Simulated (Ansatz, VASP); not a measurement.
One calculation of NaF, two programs

File INCAR:

```
PREC     = Accurate       # precision mode
ENCUT    = 520            # plane-wave cutoff, eV
EDIFF    = 1E-7           # SCF threshold, eV
ISMEAR   = 0              # smearing method
SIGMA    = 0.01           # smearing width, eV
LREAL    = False          # projectors in reciprocal space
LASPH    = True           # aspherical terms in the spheres
NELM     = 60             # most SCF steps
ALGO     = Normal         # electronic algorithm
ISIF     = 2              # what is computed and relaxed
LWAVE    = False          # write WAVECAR
LCHARG   = True           # write CHGCAR
GGA      = PS             # functional
LELF     = True           # ELF
LVHAR    = True         
NBANDS   = 14             # bands
```

Contents of KPOINTS:

```
Automatic mesh
0
Gamma
  8 8 8
```

File POSCAR:

```
NaF
1.0
    2.3499484554      2.3499484554      0.0000000000
   -2.3499484554      2.3499484554      0.0000000000
    0.0000000000      2.3499484554      2.3499484554
Na F
1 1
Direct
    0.0000000000      0.0000000000      0.0000000000
    0.5000000000      0.5000000000      0.0000000000
```

Input for Ansatz:

```yaml
crystal:
  lattice:
    - [2.34994845545, 2.34994845545, 0.0]
    - [-2.34994845545, 2.34994845545, 0.0]
    - [0.0, 2.34994845545, 2.34994845545]
  atoms:
    - { symbol: Na, position: [0.0, 0.0, 0.0] }
    - { symbol: F, position: [0.5, 0.5, 0.0] }
kpoints:
  mp_grid: { grid: [8, 8, 8] }
scf:
  occupations: { method: fixed }
  convergence: { dr2_threshold: 1.0e-10 }
hamiltonian:
  xc: pbesol
  pseudopotentials: { kind: all_electron, lapw: { basis_error: 0.0005 } }
output:
  forces: true
  stress: true
  eigenstates:
    kpoints:
      - [0.0, 0.0, 0.0]
      - [-0.5, -0.5, -0.5]
      - [-0.5, 0.5, 0.0]
      - [0.0, 0.0, -0.5]
      - [0.0, -0.5, -0.5]
      - [0.0, 0.5, 0.0]
      - [-0.5, 0.0, 0.0]
      - [-0.5, 0.0, -0.5]
  eigenvalues: true
```

Alike in both runs: task single point; functional PBEsol; k mesh 8 × 8 × 8; no spin polarisation.

|  | VASP | Ansatz |
| --- | --- | --- |
| version | VASP 6.6.1 | Ansatz 0.2.0 |
| potentials or method | VASP PAW PBE potentials, release 64 (Na_pv, F), cutoff 520 eV | all-electron LAPW, scalar-relativistic |
| occupations | gaussian, width 0.01 eV | fixed |

|  | VASP | Ansatz | Ansatz less VASP |
| --- | --- | --- | --- |
| gap on the k mesh at the Fermi level (eV) | 5.95 | 5.96 | +0.011 |
| pressure (GPa) | -2.0 | -2.0 | +0.06 |

VASP's potentials were made for PBE, not for PBEsol. Ansatz ran all-electron here, and VASP with PAW potentials.
